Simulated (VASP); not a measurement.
# CdBr (P4/mmm) in VASP: single point with PBE

Aim: the single point of CdBr with PBE.

Everything below comes from runs of VASP 6.6.1. Logs are shortened: lines on timing, memory, paths and dates and some standing lists are left out, and cuts for length are marked.

## (1) The cell of the first run

The typed cell holds 4 atoms: a = 3.767 Å, b = 3.767 Å, c = 7.525 Å, α = 90.00°, β = 90.00°, γ = 90.00°.

## (2) Single point, PBE

INCAR

```
SYSTEM = CdBr
PREC = Accurate ; ENCUT = 520
EDIFF = 1E-7 ; ISMEAR = 0
SIGMA = 0.2 ; LREAL = .False.
LASPH = .True. ; NELM = 60
ALGO = Normal ; ISIF = 2
LWAVE = .False. ; LCHARG = .False.
GGA = PE ; NBANDS = 27
```

KPOINTS

```
regular mesh
0
Gamma
  6 6 4
  0 0 0
```

POSCAR

```
CdBr
1.0
    3.7671131845      0.0000000000      0.0000000000
    0.0000000000      3.7671131845      0.0000000000
    0.0000000000      0.0000000000      7.5246588532
Cd Br
2 2
Direct
    0.0000000000      0.0000000000      0.5000000000
    0.0000000000      1.0000000000      0.0000000000
    0.5000000000      0.5000000000      0.2500000000
    0.5000000000      0.5000000000      0.7500000000
```

Potentials or basis: VASP PAW PBE potentials, release 64 (Cd, Br).

The run is started by

```
> cat potpaw_PBE.64/Cd/POTCAR potpaw_PBE.64/Br/POTCAR > POTCAR
> mpirun -np 1 vasp_std > vasp.out
```

OUTCAR:

```text
SYSTEM = CdBr
   PREC = Accurate
   ENCUT = 520
   EDIFF = 1E-7
   ISMEAR = 0
   LREAL = .False.
   LASPH = .True.
   NELM = 60
   ISIF = 2
   GGA = PE

 ion  position               nearest neighbor table
   1  0.000  0.000  0.500-   3 3.26   4 3.26   3 3.26   4 3.26   3 3.26   4 3.26   3 3.26   4 3.26
                             2 3.76   2 3.76
   2  0.000  0.000  0.000-   3 3.26   4 3.26   3 3.26   4 3.26   3 3.26   4 3.26   3 3.26   4 3.26
                             1 3.76   1 3.76
   3  0.500  0.500  0.250-   1 3.26   2 3.26   1 3.26   2 3.26   1 3.26   2 3.26   1 3.26   2 3.26

   4  0.500  0.500  0.750-   1 3.26   2 3.26   1 3.26   2 3.26   1 3.26   2 3.26   1 3.26   2 3.26

  LATTYP: Found a simple tetragonal cell.
 ALAT       =     3.7671131845
 C/A-ratio  =     1.9974602526

  Lattice vectors:

 A1 = (   3.7671131845,   0.0000000000,   0.0000000000)
 A2 = (   0.0000000000,   3.7671131845,   0.0000000000)
 A3 = (   0.0000000000,   0.0000000000,   7.5246588532)

Analysis of symmetry for initial positions (statically):
=====================================================================
 Subroutine PRICEL returns following result:

  LATTYP: Found a simple tetragonal cell.
 ALAT       =     3.7671131845
 C/A-ratio  =     0.9987301263

  Lattice vectors:

 A1 = (   3.7671131845,   0.0000000000,   0.0000000000)
 A2 = (   0.0000000000,   3.7671131845,   0.0000000000)
 A3 = (   0.0000000000,   0.0000000000,   3.7623294266)

   2 primitive cells build up your supercell.

 Routine SETGRP: Setting up the symmetry group for a
 simple tetragonal supercell.

 Subroutine GETGRP returns: Found 16 space group operations
 (whereof 16 operations were pure point group operations)
 out of a pool of 16 trial point group operations.

The static configuration has the point symmetry D_4h.

Analysis of symmetry for dynamics (positions and initial velocities):
=====================================================================
 Subroutine PRICEL returns following result:

  LATTYP: Found a simple tetragonal cell.
 ALAT       =     3.7671131845
 C/A-ratio  =     0.9987301263

  Lattice vectors:

 A1 = (   3.7671131845,   0.0000000000,   0.0000000000)
 A2 = (   0.0000000000,   3.7671131845,   0.0000000000)
 A3 = (   0.0000000000,   0.0000000000,   3.7623294266)

   2 primitive cells build up your supercell.

 Routine SETGRP: Setting up the symmetry group for a
 simple tetragonal supercell.

 Subroutine GETGRP returns: Found 16 space group operations
 (whereof 16 operations were pure point group operations)
 out of a pool of 16 trial point group operations.

The dynamic configuration has the point symmetry D_4h.

 Subroutine INISYM returns: Found 16 space group operations
 (whereof 16 operations are pure point group operations),
 and found     2 'primitive' translations

----------------------------------------------------------------------------------------

                                     Primitive cell

  volume of cell :      53.3918

  direct lattice vectors                    reciprocal lattice vectors
     3.767113185  0.000000000  0.000000000     0.265455257  0.000000000  0.000000000
     0.000000000  3.767113185  0.000000000     0.000000000  0.265455257  0.000000000
     0.000000000  0.000000000  3.762329427     0.000000000  0.000000000  0.265792781

  length of vectors
     3.767113185  3.767113185  3.762329427     0.265455257  0.265455257  0.265792781

  position of ions in fractional coordinates (direct lattice)
     0.000000000  0.000000000  0.000000000
     0.500000000  0.500000000  0.500000000

  ion indices of the primitive-cell ions
   primitive index   ion index
                 1           1
                 2           3

----------------------------------------------------------------------------------------

 KPOINTS: regular mesh

Automatic generation of k-mesh.
 Grid dimensions read from file:
 generate k-points for:    6    6    4

 Generating k-lattice:

  Cartesian coordinates                     Fractional coordinates (reciprocal lattice)
     0.044242543  0.000000000  0.000000000     0.166666667  0.000000000  0.000000000
     0.000000000  0.044242543  0.000000000     0.000000000  0.166666667  0.000000000
     0.000000000  0.000000000  0.033224098     0.000000000  0.000000000  0.250000000

  Length of vectors
     0.044242543  0.044242543  0.033224098

  Shift w.r.t. Gamma in fractional coordinates (k-lattice)
     0.000000000  0.000000000  0.000000000

 Subroutine IBZKPT returns following result:
 ===========================================

 Found     30 irreducible k-points:

 Following reciprocal coordinates:
            Coordinates               Weight
  0.000000  0.000000  0.000000      1.000000
  0.166667  0.000000  0.000000      4.000000
  0.333333  0.000000  0.000000      4.000000
  0.500000  0.000000  0.000000      2.000000
  0.166667  0.166667  0.000000      4.000000
  0.333333  0.166667  0.000000      8.000000
[... 16 lines left out ...]
  0.333333  0.000000  0.500000      4.000000
  0.500000  0.000000  0.500000      2.000000
 [... further k-points ...]
   k-points           NKPTS =     30   k-points in BZ     NKDIM =     30   number of bands    NBANDS=     27
   number of dos      NEDOS =    301   number of ions     NIONS =      4
   total plane-waves  NPLWV =  43904
   dimension x,y,z NGX =    28 NGY =   28 NGZ =   56
   dimension x,y,z NGXF=    56 NGYF=   56 NGZF=  112
   ions per type =               2   2
   NGX,Y,Z   is equivalent  to a cutoff of  12.36, 12.36, 12.37 a.u.
   NGXF,Y,Z  is equivalent  to a cutoff of  24.71, 24.71, 24.74 a.u.
 SYSTEM =  CdBr
   PREC   = accura    normal or accurate (medium, high low for compatibility)
   ISTART =      0    job   : 0-new  1-cont  2-samecut
   ICHARG =      2    charge: 1-file 2-atom 10-const
   ISPIN  =      1    spin polarized calculation?
   LNONCOLLINEAR =      F non collinear calculations
   LSORBIT =      F    spin-orbit coupling
   LASPH  =      T    aspherical Exc in radial PAW
   ENCUT  =  520.0 eV  38.22 Ry    6.18 a.u.   7.00  7.00 13.99*2*pi/ulx,y,z
   NELM   =     60;   NELMIN=  2; NELMDL= -5     # of ELM steps
   EDIFF  = 0.1E-06   stopping-criterion for ELM
   LREAL  =      F    real-space projection
   EDIFFG = 0.1E-05   stopping-criterion for IOM
   NSW    =      0    number of steps for IOM
   IBRION =     -1    ionic relax: 0-MD 1-quasi-New 2-CG
   NFREE  =      0    steps in history (QN), initial steepest desc. (CG)
   ISIF   =      2    stress and relaxation
   ISYM   =      2    0-nonsym 1-usesym 2-fastsym
   POTIM  = 0.5000    time-step for ionic-motion
   TEBEG  =    0.0;   TEEND  =   0.0 temperature during run
   PSTRESS=    0.0 pullay stress
   NELECT =      38.0000    total number of electrons
   NUPDOWN=      -1.0000    fix difference up-down
   EMIN   =  10.00;   EMAX   =-10.00  energy-range for DOS
   EFERMI =   0.00;   METHOD = LEGACY
   ISMEAR =     0;   SIGMA  =   0.20  broadening in eV -4-tet -1-fermi 0-gaus
   EFERMI_NEDOS =   21; number of points for ismear=-14 and -15
   IALGO  =     38    algorithm
   IMIX   =      4    mixing-type and parameters
     AMIX     =   0.40;   BMIX     =  1.00
     AMIX_MAG =   1.60;   BMIX_MAG =  1.00
  volume/ion in A,a.u.               =      26.70       180.15
  Fermi-wavevector in a.u.,A,eV,Ry     =   1.160116  2.192301 18.311652  1.345868
  Thomas-Fermi vector in A             =   2.296701
   LORBIT       =      0    0 simple, 1 ext, 2 COOP (PROOUT), +10 PAW based schemes
   GGA     = PE    functional components
   LHFCALC =     F    Hartree Fock is set to
   AEXX    =    0.0000 exact exchange contribution
   IVDW    =     0    specifies the selected vdW correction
   LEPSILON=     F    determine dielectric tensor
   LRPA    =     F    only Hartree local field effects (RPA)
 non-spin polarized calculation
 Gauss-broadening in eV      SIGMA  =   0.20
  energy-cutoff  :      520.00
  volume of cell :      106.78
 maximum number of plane-waves:      2924
   NGX = 15   NGY = 15   NGZ = 27

 number of electron      37.9999974 magnetization

 Free energy of the ion-electron system (eV)
  ---------------------------------------------------
  ext. energy  EPLUGINS =         0.00000000
  ---------------------------------------------------
  free energy    TOTEN  =        -5.63254963 eV

  energy without entropy =       -5.57368480  energy(sigma->0) =       -5.60311722

 E-fermi :   2.2540     XC(G=0):  -9.5258

 val. band max:        2.2439564322   @ k =   0.3333   0.3333   0.2500
 cond. band min:       2.2784096536   @ k =   0.5000   0.5000   0.2500
 fundamental gap:      0.0344532214
 Fermi energy:         2.2539999932

 k-point     1 :       0.0000    0.0000    0.0000
  band No.  band energies     occupation
      1     -13.4443      2.00000
      2     -13.1367      2.00000
      3      -6.1811      2.00000
      4      -6.1788      2.00000
      5      -6.1529      2.00000
      6      -6.0567      2.00000
[... 19 lines left out ...]
     26       9.1626      0.00000
     27      10.6786      0.00000

 k-point     2 :       0.1667    0.0000    0.0000
  band No.  band energies     occupation
      1     -13.3722      2.00000
      2     -13.0869      2.00000
      3      -6.1742      2.00000
      4      -6.1378      2.00000
      5      -6.1225      2.00000
      6      -6.0348      2.00000
[... 19 lines left out ...]
     26       9.7532      0.00000
     27       9.9865      0.00000

 k-point     3 :       0.3333    0.0000    0.0000
  band No.  band energies     occupation
      1     -13.2197      2.00000
      2     -12.9836      2.00000
      3      -6.1613      2.00000
      4      -6.0836      2.00000
      5      -6.0737      2.00000
      6      -6.0129      2.00000
[... 19 lines left out ...]
     26       8.8564      0.00000
     27       9.7779      0.00000

 k-point     4 :       0.5000    0.0000    0.0000
  band No.  band energies     occupation
      1     -13.1387      2.00000
      2     -12.9301      2.00000
      3      -6.1549      2.00000
      4      -6.0679      2.00000
      5      -6.0572      2.00000
      6      -6.0454      2.00000
[... 19 lines left out ...]
     26       9.1663      0.00000
     27       9.1970      0.00000

 k-point     5 :       0.1667    0.1667    0.0000
  band No.  band energies     occupation
      1     -13.3051      2.00000
      2     -13.0351      2.00000
      3      -6.1529      2.00000
      4      -6.1058      2.00000
      5      -6.0948      2.00000
      6      -6.0750      2.00000
[... 19 lines left out ...]
     26       9.6945      0.00000
     27       9.7558      0.00000

 k-point     6 :       0.3333    0.1667    0.0000
  band No.  band energies     occupation
      1     -13.1636      2.00000
      2     -12.9276      2.00000
      3      -6.1348      2.00000
      4      -6.1067      2.00000
      5      -6.0380      2.00000
      6      -6.0357      2.00000
[... 444 lines left out ...]
      1     -13.2965      2.00000
      2     -13.2965      2.00000
      3      -6.1658      2.00000
      4      -6.1658      2.00000
      5      -6.1023      2.00000
      6      -6.1023      2.00000
[... 19 lines left out ...]
     26       9.3872      0.00000
     27       9.3872      0.00000

 k-point    22 :       0.1667    0.0000    0.5000
  band No.  band energies     occupation
      1     -13.2346      2.00000
      2     -13.2346      2.00000
      3      -6.1408      2.00000
      4      -6.1408      2.00000
      5      -6.0680      2.00000
      6      -6.0680      2.00000
[... 19 lines left out ...]
     26       9.4260      0.00000
     27       9.7044      0.00000

 k-point    23 :       0.3333    0.0000    0.5000
  band No.  band energies     occupation
      1     -13.1050      2.00000
      2     -13.1050      2.00000
      3      -6.1162      2.00000
      4      -6.1162      2.00000
      5      -6.0127      2.00000
      6      -6.0127      2.00000
[... 19 lines left out ...]
     26       9.3178      0.00000
     27      10.2704      0.00000

 k-point    24 :       0.5000    0.0000    0.5000
  band No.  band energies     occupation
      1     -13.0370      2.00000
      2     -13.0370      2.00000
      3      -6.1017      2.00000
      4      -6.1017      2.00000
      5      -6.0175      2.00000
      6      -6.0175      2.00000
[... 19 lines left out ...]
     26       9.1564      0.00000
     27      10.1766      0.00000

 [... further k-points ...]

------------------------ aborting loop because EDIFF is reached ----------------------------------------

  FORCE on cell =-STRESS in cart. coord.  units (eV):
  Direction    XX          YY          ZZ          XY          YZ          ZX
  --------------------------------------------------------------------------------------
  -------------------------------------------------------------------------------------
  Total        0.1336321      0.1336321      0.0058839      0.0000000      0.0000000      0.0000000
  in kB        2.0050136      2.0050136      0.0882814      0.0000000      0.0000000      0.0000000
  external PRESSURE =       1.3661028 kB  Pullay stress =       0.0000000 kB

 VOLUME and BASIS-vectors are now :
 -----------------------------------------------------------------------------
  energy-cutoff  :      520.00
  volume of cell :      106.78
      direct lattice vectors                 reciprocal lattice vectors
     3.767113184  0.000000000  0.000000000     0.265455257  0.000000000  0.000000000
     0.000000000  3.767113184  0.000000000     0.000000000  0.265455257  0.000000000
     0.000000000  0.000000000  7.524658853     0.000000000  0.000000000  0.132896390

 POSITION                                       TOTAL-FORCE (eV/Angst)
 -----------------------------------------------------------------------------------
      0.00000      0.00000      3.76233         0.000000      0.000000      0.000000
      0.00000      0.00000      0.00000         0.000000      0.000000      0.000000
      1.88356      1.88356      1.88116        -0.000000     -0.000000     -0.000000
      1.88356      1.88356      5.64349         0.000000      0.000000     -0.000000
 -----------------------------------------------------------------------------------
    total drift:                               -0.000000      0.000000      0.000000

  FREE ENERGIE OF THE ION-ELECTRON SYSTEM (eV)
  ---------------------------------------------------
  free  energy   TOTEN  =        -5.6325496325 eV

  energy  without entropy=       -5.5736848038  energy(sigma->0) =       -5.60311722
```

Run time: 54 s. Hardware: 1 thread of Intel Xeon Platinum 8259CL at 2.50GHz (Skylake/Cascade Lake), shared host; peak memory 0.24 GiB.

Results:

| Item | Value |
| --- | --- |
| Free energy | -5.6325 eV |
| Pressure | 0.1 GPa |
| Band gap on the k mesh | zero (bands 19 and 20 overlap by 1.13 eV) |

Stress tensor (GPa, compression positive):
```
0.20 0.00 0.00
0.00 0.20 0.00
0.00 0.00 0.01
```

The gap in the log of VASP goes by the Fermi energy; the results here count the filled bands.